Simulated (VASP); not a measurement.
# Al4Ni3Pd in VASP: notebook, part 2 of 3

VASP 6.6.1. The steps go on from the part before.

## 3. Single point, PBE

Contents of INCAR:

```
SYSTEM = Al4Ni3Pd
PREC = Accurate
ENCUT = 520
EDIFF = 1E-7
ISMEAR = 0
SIGMA = 0.2
LREAL = .False.
LASPH = .True.
NELM = 80
ALGO = Fast
ISIF = 2
LWAVE = .False.
LCHARG = .False.
GGA = PE
NBANDS = 36
```

Contents of KPOINTS:

```
regular mesh
0
Gamma
  6 6 6
  0 0 0
```

Contents of POSCAR:

```
Al4Ni3Pd
1.0
   -2.9468547000      2.9468547000      2.9468547000
    2.9468547000     -2.9468547000      2.9468547000
    2.9468547000      2.9468547000     -2.9468547000
Al Ni Pd
4 3 1
Direct
    0.5000000000      1.0000000000      1.0000000000
    1.0000000000      0.0000000000      0.5000000000
    0.5000000000      0.5000000000      0.5000000000
    1.0000000000      0.5000000000      0.0000000000
    1.0000000000      0.5000000000      0.5000000000
    0.5000000000      0.5000000000      0.0000000000
    0.5000000000      0.0000000000      0.5000000000
    0.0000000000      0.0000000000      0.0000000000
```

Potentials or basis: VASP PAW PBE potentials, release 64 (Al, Ni, Pd).

Launch:

```bash
cat potpaw_PBE.64/Al/POTCAR potpaw_PBE.64/Ni/POTCAR potpaw_PBE.64/Pd/POTCAR > POTCAR
mpirun -np 1 vasp_std > vasp.out
```

OUTCAR:

```text
SYSTEM = Al4Ni3Pd
   PREC = Accurate
   ENCUT = 520
   EDIFF = 1E-7
   ISMEAR = 0
   LREAL = .False.
   LASPH = .True.
   NELM = 80
   ISIF = 2
   GGA = PE

 ion  position               nearest neighbor table
   1  0.500  0.000  0.000-   5 2.55   6 2.55   7 2.55   8 2.55   7 2.55   6 2.55   8 2.55   5 2.55
                             4 2.95   3 2.95   2 2.95   2 2.95   4 2.95   3 2.95
   2  0.000  0.000  0.500-   5 2.55   6 2.55   7 2.55   8 2.55   8 2.55   5 2.55   7 2.55   6 2.55
                             4 2.95   4 2.95   1 2.95   1 2.95   3 2.95   3 2.95
   3  0.500  0.500  0.500-   5 2.55   6 2.55   7 2.55   8 2.55   6 2.55   7 2.55   5 2.55   8 2.55
                             4 2.95   1 2.95   1 2.95   4 2.95   2 2.95   2 2.95
   4  0.000  0.500  0.000-   5 2.55   6 2.55   7 2.55   8 2.55   5 2.55   8 2.55   6 2.55   7 2.55
                             3 2.95   2 2.95   1 2.95   3 2.95   1 2.95   2 2.95
   5  0.000  0.500  0.500-   1 2.55   2 2.55   3 2.55   4 2.55   4 2.55   2 2.55   3 2.55   1 2.55
                             7 2.95   8 2.95   8 2.95   6 2.95   7 2.95   6 2.95
   6  0.500  0.500  0.000-   1 2.55   2 2.55   3 2.55   4 2.55   3 2.55   1 2.55   4 2.55   2 2.55
                             7 2.95   7 2.95   8 2.95   5 2.95   8 2.95   5 2.95
   7  0.500  0.000  0.500-   1 2.55   2 2.55   3 2.55   4 2.55   1 2.55   3 2.55   2 2.55   4 2.55
                             6 2.95   6 2.95   8 2.95   8 2.95   5 2.95   5 2.95
   8  0.000  0.000  0.000-   1 2.55   2 2.55   3 2.55   4 2.55   2 2.55   4 2.55   1 2.55   3 2.55
                             6 2.95   5 2.95   7 2.95   7 2.95   6 2.95   5 2.95

  LATTYP: Found a body centered cubic cell.
 ALAT       =     5.8937094000

  Lattice vectors:

 A1 = (  -2.9468547000,   2.9468547000,   2.9468547000)
 A2 = (   2.9468547000,  -2.9468547000,   2.9468547000)
 A3 = (   2.9468547000,   2.9468547000,  -2.9468547000)

Analysis of symmetry for initial positions (statically):
=====================================================================
 Subroutine PRICEL returns:
 Original cell was already a primitive cell.

 Routine SETGRP: Setting up the symmetry group for a
 body centered cubic supercell.

 Subroutine GETGRP returns: Found 48 space group operations
 (whereof 48 operations were pure point group operations)
 out of a pool of 48 trial point group operations.

The static configuration has the point symmetry O_h .

[... 148 lines left out ...]
 Gauss-broadening in eV      SIGMA  =   0.20
  energy-cutoff  :      520.00
  volume of cell :      102.36
 maximum number of plane-waves:      2779
 NGX is ok and might be reduce to    40
   NGX = 19   NGY = 19   NGZ = 19

 number of electron      51.9999961 magnetization

 Free energy of the ion-electron system (eV)
  ---------------------------------------------------
  ext. energy  EPLUGINS =         0.00000000
  ---------------------------------------------------
  free energy    TOTEN  =       -42.11024346 eV

  energy without entropy =      -42.06494128  energy(sigma->0) =      -42.08759237

 E-fermi :   9.9237     XC(G=0): -11.9516

 val. band max:        9.8570717590   @ k =   0.3333   0.0000   0.0000
 cond. band min:       9.9246875777   @ k =   0.5000   0.5000   0.1667
 fundamental gap:      0.0676158187
 Fermi energy:         9.9236765509

 k-point     1 :       0.0000    0.0000    0.0000
  band No.  band energies     occupation
      1      -0.9202      2.00000
      2       3.8253      2.00000
      3       3.8253      2.00000
      4       3.8253      2.00000
      5       5.1341      2.00000
      6       5.1341      2.00000
[... 613 lines left out ...]
     35      17.6739      0.00000
     36      17.6739      0.00000

------------------------ aborting loop because EDIFF is reached ----------------------------------------

  FORCE on cell =-STRESS in cart. coord.  units (eV):
  Direction    XX          YY          ZZ          XY          YZ          ZX
  --------------------------------------------------------------------------------------
  -------------------------------------------------------------------------------------
  Total       -0.0382792     -0.0382792     -0.0382792      0.0000000      0.0000000     -0.0000000
  in kB       -0.5991527     -0.5991527     -0.5991527      0.0000000      0.0000000     -0.0000000
  external PRESSURE =      -0.5991527 kB  Pullay stress =       0.0000000 kB

 VOLUME and BASIS-vectors are now :
 -----------------------------------------------------------------------------
  energy-cutoff  :      520.00
  volume of cell :      102.36
      direct lattice vectors                 reciprocal lattice vectors
    -2.946854700  2.946854700  2.946854700     0.000000000  0.169672431  0.169672431
     2.946854700 -2.946854700  2.946854700     0.169672431  0.000000000  0.169672431
     2.946854700  2.946854700 -2.946854700     0.169672431  0.169672431  0.000000000

 POSITION                                       TOTAL-FORCE (eV/Angst)
 -----------------------------------------------------------------------------------
     -1.47343      1.47343      1.47343         0.000000      0.000000      0.000000
      1.47343      1.47343     -1.47343        -0.000000      0.000000     -0.000000
      1.47343      1.47343      1.47343        -0.000000      0.000000      0.000000
      1.47343     -1.47343      1.47343         0.000000      0.000000      0.000000
      2.94685      0.00000      0.00000         0.000000      0.000000     -0.000000
      0.00000      0.00000      2.94685        -0.000000      0.000000      0.000000
      0.00000      2.94685      0.00000        -0.000000     -0.000000      0.000000
      0.00000      0.00000      0.00000        -0.000000      0.000000      0.000000
 -----------------------------------------------------------------------------------
    total drift:                               -0.000000     -0.000000      0.000000

  FREE ENERGIE OF THE ION-ELECTRON SYSTEM (eV)
  ---------------------------------------------------
  free  energy   TOTEN  =       -42.1102434559 eV

  energy  without entropy=      -42.0649412826  energy(sigma->0) =      -42.08759237
```

OSZICAR:

```text
N       E                     dE             d eps       ncg     rms          rms(c)
DAV:   1     0.338829475519E+03    0.33883E+03   -0.21875E+04  1152   0.157E+03
DAV:   2    -0.177868956677E+02   -0.35662E+03   -0.33681E+03  1160   0.343E+02
DAV:   3    -0.457613832439E+02   -0.27974E+02   -0.26506E+02  1280   0.110E+02
DAV:   4    -0.466391395209E+02   -0.87776E+00   -0.87026E+00  1348   0.183E+01
DAV:   5    -0.466660150758E+02   -0.26876E-01   -0.26868E-01  1464   0.320E+00    0.228E+01
RMM:   6    -0.549669304101E+02   -0.83009E+01   -0.97640E+01  1248   0.850E+01    0.353E+01
RMM:   7    -0.423473585716E+02    0.12620E+02   -0.30052E+01  1152   0.490E+01    0.355E+00
RMM:   8    -0.421557864482E+02    0.19157E+00   -0.11844E+00  1179   0.787E+00    0.244E+00
RMM:   9    -0.421301916384E+02    0.25595E-01   -0.28865E-01  1215   0.200E+00    0.168E+00
RMM:  10    -0.421098643830E+02    0.20327E-01   -0.56839E-02  1264   0.203E+00    0.327E-01
RMM:  11    -0.421102926088E+02   -0.42823E-03   -0.57975E-03  1321   0.511E-01    0.155E-01
RMM:  12    -0.421102062348E+02    0.86374E-04   -0.12827E-03  1350   0.228E-01    0.651E-02
RMM:  13    -0.421102323709E+02   -0.26136E-04   -0.41512E-04  1396   0.162E-01    0.463E-02
RMM:  14    -0.421102410785E+02   -0.87076E-05   -0.20483E-04  1338   0.113E-01    0.293E-02
RMM:  15    -0.421102391732E+02    0.19052E-05   -0.92079E-05  1320   0.764E-02    0.164E-02
RMM:  16    -0.421102431620E+02   -0.39888E-05   -0.58166E-05  1655   0.385E-02    0.692E-03
RMM:  17    -0.421102434727E+02   -0.31072E-06   -0.26062E-06  1292   0.734E-03    0.932E-03
RMM:  18    -0.421102434559E+02    0.16839E-07   -0.39442E-07   876   0.341E-03
   1 F= -.42110243E+02 E0= -.42087592E+02  d E =-.453022E-01
```

It took 95 s on 1 thread of Intel Xeon Platinum 8259CL at 2.50GHz (Skylake/Cascade Lake), shared host; peak memory 0.26 GiB.

Results:

```yaml
Free_energy: -42.1102 eV
Pressure: -0.1 GPa
Band_gap_on_the_k_mesh: zero (bands 26 and 27 overlap by 2.10 eV)
```

Spin polarisation is off, so any magnetic state and its effect on volume and gap are missing.

## 4. Single point, PBE, collinear spin, ferromagnetic start

Contents of INCAR:

```
ALGO = Normal
EDIFF = 1E-6
ENCUT = 520
GGA = PE
ISIF = 2
ISMEAR = 0
ISPIN = 2
LASPH = True
LCHARG = False
LMAXMIX = 4
LORBIT = 11
LREAL = False
LWAVE = False
MAGMOM = 0 0 0 0 2 2 2 1
NBANDS = 40
NELM = 150
PREC = Accurate
SIGMA = 0.1
```

Contents of KPOINTS:

```
k-points
0
Gamma
  4 4 4
```

Contents of POSCAR:

```
Al4Ni3Pd
1.0
   -2.9468547000      2.9468547000      2.9468547000
    2.9468547000     -2.9468547000      2.9468547000
    2.9468547000      2.9468547000     -2.9468547000
Al Ni Pd
4 3 1
Direct
    0.5000000000      0.0000000000      0.0000000000
    0.0000000000      0.0000000000      0.5000000000
    0.5000000000      0.5000000000      0.5000000000
    0.0000000000      0.5000000000      0.0000000000
    0.0000000000      0.5000000000      0.5000000000
    0.5000000000      0.5000000000      0.0000000000
    0.5000000000      0.0000000000      0.5000000000
    0.0000000000      0.0000000000      0.0000000000
```

Launch:

```bash
cat potpaw_PBE.64/Al/POTCAR potpaw_PBE.64/Ni/POTCAR potpaw_PBE.64/Pd/POTCAR > POTCAR
mpirun -np 1 vasp_std > vasp.out
```

Wall time 1.8 min (1 thread of Intel Xeon Platinum 8259CL at 2.50GHz (Skylake/Cascade Lake), shared host); peak memory 0.3 GiB.

It converged, with:

| Property | Result |
| --- | --- |
| Free energy | -41.9706 eV |
| Pressure | 0.4 GPa |
| Band gap on the k mesh | zero (filled and empty bands overlap) |
| Net moment | 0.01 μB per cell |
| Valence electrons inside the program's atomic spheres | Al 0.78; Ni 9.37; Pd 9.89 |

Levels at points of the mesh, in eV from the Fermi level:
Spin up:
```
           k point  band 23  band 24  band 25  band 26  band 27  band 28  band 29  band 30
(0.00, 0.00, 0.00)    -1.52    -1.52    -1.13    -1.13    -0.92     1.52     1.52     1.74
(0.50, 0.00, 0.00)    -1.30    -1.14    -0.62    -0.54     0.96     1.10     2.28     2.83
(0.50, 0.50, 0.50)    -1.09    -0.68    -0.68    -0.60     2.10     2.10     2.10     2.77
```
Spin down:
```
           k point  band 23  band 24  band 25  band 26  band 27  band 28  band 29  band 30
(0.00, 0.00, 0.00)    -1.52    -1.52    -1.13    -1.13    -0.92     1.52     1.52     1.75
(0.50, 0.00, 0.00)    -1.30    -1.13    -0.62    -0.53     0.96     1.10     2.28     2.83
(0.50, 0.50, 0.50)    -1.08    -0.67    -0.67    -0.60     2.10     2.10     2.10     2.77
```

Caveat: the k points lie up to 0.38 Å⁻¹ apart, too coarse for converged energies and pressures of a metal; the moments typed at the start vanished in this run.

## 5. Single point, PBE

Contents of INCAR:

```
SYSTEM = Al4Ni3Pd
  ALGO = Fast
  EDIFF = 1E-6
  ENCUT = 520
  GGA = PE
  ISIF = 2
  ISMEAR = 0
  LASPH = .True.
  LCHARG = .False.
  LREAL = .False.
  LWAVE = .False.
  NBANDS = 36
  NELM = 60
  PREC = Accurate
  SIGMA = 0.1
```

Contents of KPOINTS:

```
k-points
0
Gamma
  10 10 10
  0 0 0
```

POSCAR is that of step 4.

Launch:

```bash
cat potpaw_PBE.64/Al/POTCAR potpaw_PBE.64/Ni/POTCAR potpaw_PBE.64/Pd/POTCAR > POTCAR
mpirun -np 1 vasp_std > vasp.out
```

Run time: 3.8 min. Hardware: 1 thread of Intel Xeon Platinum 8259CL at 2.50GHz (Skylake/Cascade Lake), shared host; peak memory 0.34 GiB.

Results (log left out):

| Item | Value |
| --- | --- |
| Free energy | -42.0616 eV |
| Pressure | 0.0 GPa |
| Band gap on the k mesh | zero (bands 26 and 27 overlap by 2.62 eV) |

Levels at points of the mesh, in eV from the Fermi level:
```csv
k point,band 24,band 25,band 26,band 27,band 28,band 29
"(0.00, 0.00, 0.00)",-1.52,-1.12,-1.12,-0.94,1.52,1.52
"(0.50, 0.00, 0.00)",-1.13,-0.61,-0.54,0.96,1.11,2.29
"(0.50, 0.50, 0.50)",-0.68,-0.68,-0.59,2.11,2.11,2.11
```

Spin polarisation is off, so any magnetic state and its effect on volume and gap are missing.

## 6. Single point, PBE

Contents of INCAR:

```
ALGO     = Fast           # electronic algorithm
EDIFF    = 1E-6           # SCF threshold, eV
ENCUT    = 520            # plane-wave cutoff, eV
GGA      = PE             # functional
ISIF     = 2              # what is computed and relaxed
ISMEAR   = 0              # smearing method
LASPH    = T              # aspherical terms in the spheres
LCHARG   = F              # write CHGCAR
LREAL    = F              # projectors in reciprocal space
LWAVE    = F              # write WAVECAR
NBANDS   = 36             # bands
NELM     = 60             # most SCF steps
PREC     = Accurate       # precision mode
SIGMA    = 0.2            # smearing width, eV
```

Contents of KPOINTS:

```
k-points
0
Gamma
  6 6 6
```

Contents of POSCAR:

```
Al4Ni3Pd
1.0
   -2.9442901969      2.9409405988      2.9540778593
    2.9440540992     -2.9411208529      2.9536887349
    2.9446649185      2.9414077579     -2.9539684712
Al Ni Pd
4 3 1
Direct
    0.4999592835      0.9999015665      0.9999537665
    1.0000087070      0.0000092631      0.5000256954
    0.5000049184      0.5000569891      0.5000575146
    1.0000231796      0.5000047503     -0.0000515209
    0.9998803495      0.4999641733      0.4998829368
    0.5000876947      0.4999638972      0.0000793799
    0.5000095135      0.0000519727      0.5000223129
    0.0000263537      0.0000473879      0.0000299150
```

Potentials or basis: VASP PAW PBE potentials, release 64 (Al, Ni, Pd).

Launch:

```bash
cat potpaw_PBE.64/Al/POTCAR potpaw_PBE.64/Ni/POTCAR potpaw_PBE.64/Pd/POTCAR > POTCAR
mpirun -np 1 vasp_std > vasp.out
```

Run time: 8.8 min. Hardware: 1 thread of Intel Xeon Platinum 8259CL at 2.50GHz (Skylake/Cascade Lake), shared host; peak memory 0.51 GiB.

It converged, with:

| Item | Value |
| --- | --- |
| Free energy | -42.1101 eV |
| Pressure | 0.0 GPa |
| Band gap on the k mesh | zero (bands 26 and 27 overlap by 2.12 eV) |

Stress tensor (GPa, compression positive):
```
 0.07 -0.01  0.01
-0.01  0.13  0.00
 0.01  0.00 -0.11
```

Levels at points of the mesh, in eV from the Fermi level:
| k point | band 22 | band 23 | band 24 | band 25 | band 26 | band 27 | band 28 | band 29 | band 30 | band 31 |
| --- | --- | --- | --- | --- | --- | --- | --- | --- | --- | --- |
| (0.00, 0.00, 0.00) | -1.54 | -1.53 | -1.53 | -1.14 | -1.13 | -0.95 | 1.50 | 1.52 | 1.75 | 2.41 |
| (0.50, 0.00, 0.00) | -1.68 | -1.31 | -1.14 | -0.62 | -0.55 | 0.95 | 1.09 | 2.27 | 2.82 | 4.81 |
| (0.00, 0.50, 0.00) | -1.67 | -1.30 | -1.14 | -0.61 | -0.54 | 0.94 | 1.08 | 2.26 | 2.81 | 4.82 |
| (0.50, 0.50, 0.00) | -1.69 | -1.31 | -1.15 | -0.64 | -0.57 | 0.97 | 1.11 | 2.30 | 2.86 | 4.80 |
| (0.00, 0.00, 0.50) | -1.69 | -1.31 | -1.15 | -0.64 | -0.57 | 0.97 | 1.11 | 2.31 | 2.86 | 4.80 |
| (0.50, 0.00, 0.50) | -1.67 | -1.30 | -1.14 | -0.61 | -0.54 | 0.94 | 1.08 | 2.26 | 2.81 | 4.82 |
| (0.00, 0.50, 0.50) | -1.68 | -1.31 | -1.14 | -0.62 | -0.55 | 0.95 | 1.09 | 2.27 | 2.82 | 4.81 |
| (0.50, 0.50, 0.50) | -1.10 | -1.09 | -0.71 | -0.69 | -0.60 | 2.10 | 2.11 | 2.11 | 2.77 | 4.48 |

Spin polarisation is off, so any magnetic state and its effect on volume and gap are missing.

[end of part 2 of 3]

The gap in the log of VASP goes by the Fermi energy; the results here count the filled bands.